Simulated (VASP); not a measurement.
# Si2C (P4_2/mnm) in VASP: notebook

Runs on Si2C. Level: PBE. Tasks: single point, relaxation of cell and atoms.

All numbers are computed with VASP 6.6.1; they aren't measurements. Logs are shortened: lines on timing, memory, paths and dates and some standing lists are left out, and cuts for length are marked.

## 1. The cell of the first run

Symmetry: P4_2/mnm, No. 136, tetragonal system. The conventional cell has a = 4.977 Å, b = 4.977 Å, c = 3.206 Å, α = 90.00°, β = 90.00°, γ = 90.00°. Within 2.8 Å of Si (site symmetry m2m) lie 3 C at 2.11 to 2.15 Å and 1 Si at 2.73 Å. C (site symmetry mmm) has 6 Si at 2.11 to 2.15 Å within 2.8 Å.

## 2. Single point, PBE, collinear spin

INCAR

```
SYSTEM = Si2C
PREC = Accurate
ENCUT = 520
EDIFF = 1E-6
ISMEAR = 0
SIGMA = 0.1
LREAL = .False.
LASPH = .True.
NELM = 150
ALGO = Normal
ISIF = 2
LWAVE = .False.
LCHARG = .False.
ISPIN = 2
MAGMOM = 0 0 0 0 1 1
LORBIT = 11
GGA = PE
NBANDS = 25
```

KPOINTS

```
regular mesh
0
Gamma
  4 4 6
  0 0 0
```

POSCAR

```
Si2C
1.0
    4.9770343724      0.0000000000      0.0000000000
    0.0000000000      4.9770343724      0.0000000000
    0.0000000000      0.0000000000      3.2057128228
Si C
4 2
Direct
    0.3060000000      0.3060000000      0.0000000000
    0.1940000000      0.8060000000      0.5000000000
    0.6940000000      0.6940000000      0.0000000000
    0.8060000000      0.1940000000      0.5000000000
    0.0000000000      0.0000000000      0.0000000000
    0.5000000000      0.5000000000      0.5000000000
```

Potentials or basis: VASP PAW PBE potentials, release 64 (Si, C).

On the command line:

```
cat potpaw_PBE.64/Si/POTCAR potpaw_PBE.64/C/POTCAR > POTCAR
mpirun -np 1 vasp_std > vasp.out
```

OUTCAR:

```text
SYSTEM = Si2C
   PREC = Accurate
   ENCUT = 520
   EDIFF = 1E-6
   ISMEAR = 0
   LREAL = .False.
   LASPH = .True.
   NELM = 150
   ISIF = 2
   ISPIN = 2
   LORBIT = 11
   GGA = PE

 ion  position               nearest neighbor table
   1  0.306  0.306  0.000-   6 2.11   6 2.11   5 2.15   3 2.73   4 3.01   2 3.01   4 3.01   2 3.01
                             2 3.01   2 3.01   4 3.01   4 3.01
   2  0.194  0.806  0.500-   5 2.11   5 2.11   6 2.15   4 2.73   1 3.01   1 3.01   3 3.01   3 3.01
                             1 3.01   1 3.01   3 3.01   3 3.01
   3  0.694  0.694  0.000-   6 2.11   6 2.11   5 2.15   1 2.73   4 3.01   2 3.01   4 3.01   2 3.01
                             4 3.01   4 3.01   2 3.01   2 3.01
   4  0.806  0.194  0.500-   5 2.11   5 2.11   6 2.15   2 2.73   3 3.01   1 3.01   3 3.01   1 3.01
                             3 3.01   3 3.01   1 3.01   1 3.01
   5  0.000  0.000  0.000-   2 2.11   4 2.11   2 2.11   4 2.11   3 2.15   1 2.15
   6  0.500  0.500  0.500-   1 2.11   3 2.11   1 2.11   3 2.11   2 2.15   4 2.15

  LATTYP: Found a simple tetragonal cell.
 ALAT       =     4.9770343724
 C/A-ratio  =     0.6441010013

  Lattice vectors:

 A1 = (   4.9770343724,   0.0000000000,   0.0000000000)
 A2 = (   0.0000000000,   4.9770343724,   0.0000000000)
 A3 = (   0.0000000000,   0.0000000000,   3.2057128228)

Analysis of symmetry for initial positions (statically):
=====================================================================
 Subroutine PRICEL returns:
 Original cell was already a primitive cell.

 Routine SETGRP: Setting up the symmetry group for a
 simple tetragonal supercell.

 Subroutine GETGRP returns: Found 16 space group operations
 (whereof  8 operations were pure point group operations)
 out of a pool of 16 trial point group operations.

The static configuration has the point symmetry D_2h.
 The point group associated with its full space group is D_4h.

Analysis of symmetry for dynamics (positions and initial velocities):
=====================================================================
 Subroutine PRICEL returns:
 Original cell was already a primitive cell.

 Routine SETGRP: Setting up the symmetry group for a
 simple tetragonal supercell.

 Subroutine GETGRP returns: Found 16 space group operations
 (whereof  8 operations were pure point group operations)
 out of a pool of 16 trial point group operations.

The dynamic configuration has the point symmetry D_2h.
 The point group associated with its full space group is D_4h.

Analysis of structural, dynamic, and magnetic symmetry:
=====================================================================
 Subroutine PRICEL returns:
 Original cell was already a primitive cell.

 Routine SETGRP: Setting up the symmetry group for a
 simple tetragonal supercell.
[... 157 lines left out ...]
  ---------------------------------------------------
  ext. energy  EPLUGINS =         0.00000000
  ---------------------------------------------------
  free energy    TOTEN  =       -32.88685669 eV

  energy without entropy =      -32.87808787  energy(sigma->0) =      -32.88247228

 E-fermi :   8.5280     XC(G=0): -10.9189

 val. band max:        8.4265145518   @ k =   0.5000   0.0000   0.0000
 cond. band min:       8.5930437418   @ k =   0.5000   0.0000   0.1667
 fundamental gap:      0.1665291900
 Fermi energy:         8.5280045640

 spin component 1

 k-point     1 :       0.0000    0.0000    0.0000
  band No.  band energies     occupation
      1      -7.3092      1.00000
      2      -4.9360      1.00000
      3      -0.7678      1.00000
      4      -0.7678      1.00000
      5       3.2242      1.00000
      6       3.2242      1.00000
[... 637 lines left out ...]
     23      15.3378      0.00000
     24      15.3378      0.00000
 Fermi energy:         8.5280045640

 spin component 2

 k-point     1 :       0.0000    0.0000    0.0000
  band No.  band energies     occupation
      1      -7.3091      1.00000
      2      -4.9360      1.00000
      3      -0.7678      1.00000
      4      -0.7678      1.00000
      5       3.2242      1.00000
      6       3.2242      1.00000
[... 637 lines left out ...]
     23      15.3379      0.00000
     24      15.3379      0.00000
 [bands above 24 left out]

------------------------ aborting loop because EDIFF is reached ----------------------------------------

  FORCE on cell =-STRESS in cart. coord.  units (eV):
  Direction    XX          YY          ZZ          XY          YZ          ZX
  --------------------------------------------------------------------------------------
  -------------------------------------------------------------------------------------
  Total       -0.6444647     -0.6444647     -8.5397911     -0.0000000      0.0000000      0.0000000
  in kB      -13.0030073    -13.0030073   -172.3026410     -0.0000000      0.0000000      0.0000000
  external PRESSURE =     -66.1028852 kB  Pullay stress =       0.0000000 kB

 VOLUME and BASIS-vectors are now :
 -----------------------------------------------------------------------------
  energy-cutoff  :      520.00
  volume of cell :       79.41
      direct lattice vectors                 reciprocal lattice vectors
     4.977034372  0.000000000  0.000000000     0.200922864  0.000000000  0.000000000
     0.000000000  4.977034372  0.000000000     0.000000000  0.200922864  0.000000000
     0.000000000  0.000000000  3.205712823     0.000000000  0.000000000  0.311943101

 POSITION                                       TOTAL-FORCE (eV/Angst)
 -----------------------------------------------------------------------------------
      1.52297      1.52297      0.00000        -0.414063     -0.414063     -0.000000
      0.96554      4.01149      1.60286         0.414063     -0.414063     -0.000000
      3.45406      3.45406      0.00000         0.414063      0.414063      0.000000
      4.01149      0.96554      1.60286        -0.414063      0.414063      0.000000
      0.00000      0.00000      0.00000         0.000000      0.000000      0.000000
      2.48852      2.48852      1.60286         0.000000      0.000000      0.000000
 -----------------------------------------------------------------------------------
    total drift:                                0.000000      0.000000     -0.000000

  FREE ENERGIE OF THE ION-ELECTRON SYSTEM (eV)
  ---------------------------------------------------
  free  energy   TOTEN  =       -32.8868566894 eV

  energy  without entropy=      -32.8780878679  energy(sigma->0) =      -32.88247228

 total charge

# of ion       s       p       d       tot
------------------------------------------
    1        0.838   0.669   0.000   1.507
    2        0.838   0.669   0.000   1.507
    3        0.838   0.669   0.000   1.507
    4        0.838   0.669   0.000   1.507
    5        0.906   1.403   0.000   2.309
    6        0.906   1.403   0.000   2.309
--------------------------------------------------
tot          5.165   5.482   0.000  10.647

 magnetization (x)

# of ion       s       p       d       tot
------------------------------------------
    1        0.000   0.000   0.000   0.000
    2        0.000   0.000   0.000   0.000
    3        0.000   0.000   0.000   0.000
    4        0.000   0.000   0.000   0.000
    5       -0.000  -0.000   0.000  -0.000
    6       -0.000  -0.000   0.000  -0.000
--------------------------------------------------
tot          0.000   0.000   0.000   0.000
```

stdout:

```text
POSCAR found type information on POSCAR SiC
 POSCAR found :  2 types and       6 ions
 scaLAPACK will be used
 LDA part: xc-table for (Slater+PW92), standard interpolation
 POSCAR, INCAR and KPOINTS ok, starting setup
 FFT: planning ... GRIDC
 FFT: planning ... GRID_SOFT
 FFT: planning ... GRID
 WAVECAR not read
 entering main loop
```

It took 46 s on 1 thread of AMD EPYC 9R45 (Zen 5), shared host; peak memory 0.22 GiB.

Results:

- Free energy: -32.8869 eV
- Pressure: -6.6 GPa
- Largest force: 0.586 eV/Å
- Band gap on the k mesh: zero (filled and empty bands overlap)
- Net moment: 0.00 μB per cell
- Valence electrons inside the program's atomic spheres: Si 1.51; C 2.31

Forces in eV/Å, atoms in the order of the input:
```
Si  -0.414 -0.414  0.000
Si   0.414 -0.414  0.000
Si   0.414  0.414  0.000
Si  -0.414  0.414  0.000
C    0.000  0.000  0.000
C    0.000  0.000  0.000
```

Caveat: the cell stands under tension.

## 3. Relaxation of cell and atoms, PBE

This run uses another cell than the first one, of 12.20 Å³/atom.

INCAR

```
SYSTEM = Si2C
PREC = Accurate ; ENCUT = 600
EDIFF = 1E-6 ; ISMEAR = 0
SIGMA = 0.1 ; LREAL = .FALSE.
LASPH = .TRUE. ; NELM = 100
ALGO = Normal ; ISIF = 3
LWAVE = .FALSE. ; LCHARG = .FALSE.
GGA = PE ; IBRION = 2
NSW = 100 ; EDIFFG = -0.01
```

KPOINTS

```
Automatic mesh
0
G
  8 8 14
  0 0 0
```

POSCAR

```
Si2C
1.0
    5.0270469544      0.0000000000      0.0000000000
    0.0000000000      5.0270469544      0.0000000000
    0.0000000000      0.0000000000      2.8955251551
Si C
4 2
Direct
    0.3022651039      0.3022651039      0.0000000000
    0.1977348961      0.8022651039      0.5000000000
    0.6977348961      0.6977348961      0.0000000000
    0.8022651039      0.1977348961      0.5000000000
    0.0000000000      0.0000000000      0.0000000000
    0.5000000000      0.5000000000      0.5000000000
```

Potentials or basis: VASP PAW PBE potentials, release 64 (Si, C).

On the command line:

```
cat potpaw_PBE.64/Si/POTCAR potpaw_PBE.64/C/POTCAR > POTCAR
mpirun -np 1 vasp_std > vasp.out
```

Wall time 6.5 min (1 thread of Intel Xeon 8259CL, shared host); peak memory 0.29 GiB.

The run converged. Its results:

```yaml
Free_energy: -33.5201 eV
Relaxed_volume: 12.33 Å³/atom
Relaxed_cell: a = 5.064 Å, b = 5.064 Å, c = 2.886 Å, α = 90.00°, β = 90.00°, γ = 90.00°
Space_group_after_relaxing_to_0.1_Å: P4_2/mnm (No. 136)
Energy_gained_by_relaxing: 0.7 meV/atom
Ionic_steps: 7
Pressure_after_relaxing: 0.0 GPa
```

Stress tensor (GPa, compression positive):
```
 0.01  0.00  0.00
 0.00  0.01  0.00
 0.00  0.00 -0.09
```

The path:
```
step  energy change (eV)  largest force (eV/Å)  pressure (GPa)  volume (Å³)
   1              0.0000                0.0131            0.55        73.17
   2             -0.0021                0.0586           -0.12        73.62
   3             -0.0021                0.0599           -0.12        73.63
   4             -0.0028                0.0469            0.03        73.61
   5             -0.0033                0.0225            0.35        73.56
   6             -0.0038                0.0155            0.23        73.71
   7             -0.0041                0.0007           -0.02        74.00
```

Final structure:
```
Si C
1.0
     5.06392    0.00000    0.00000
     0.00000    5.06392    0.00000
     0.00000    0.00000    2.88569
Si C
4 2
Cartesian
  1.5428 1.5428 0.0000
  0.9892 4.0747 1.4428
  3.5212 3.5212 0.0000
  4.0747 0.9892 1.4428
  0.0000 0.0000 0.0000
  2.5320 2.5320 1.4428
```

Levels at points of the mesh, in eV from the Fermi level:
| k point | band 8 | band 9 | band 10 | band 11 | band 12 | band 13 | band 14 | band 15 | band 16 |
| --- | --- | --- | --- | --- | --- | --- | --- | --- | --- |
| (0.00, 0.00, 0.00) | -4.73 | -3.52 | -3.28 | -2.42 | 2.32 | 3.52 | 3.52 | 4.15 | 4.15 |
| (0.50, 0.00, 0.00) | -2.86 | -2.13 | -2.13 | -0.02 | -0.02 | 0.82 | 0.82 | 3.43 | 3.43 |
| (0.50, 0.50, 0.00) | -3.07 | -2.82 | -2.82 | 0.23 | 0.23 | 0.30 | 0.30 | 3.62 | 3.62 |
| (0.00, 0.00, 0.50) | -6.59 | -1.56 | -1.56 | -1.40 | -1.40 | -1.09 | -1.09 | -0.77 | -0.77 |
| (0.50, 0.00, 0.50) | -5.95 | -4.17 | -4.17 | -2.80 | -2.80 | 1.10 | 1.10 | 3.15 | 3.15 |
| (0.50, 0.50, 0.50) | -7.37 | -1.15 | -1.15 | -0.94 | -0.94 | 0.04 | 0.04 | 1.55 | 1.55 |

Caveat: the highest band is partly filled, so the run has too few bands.
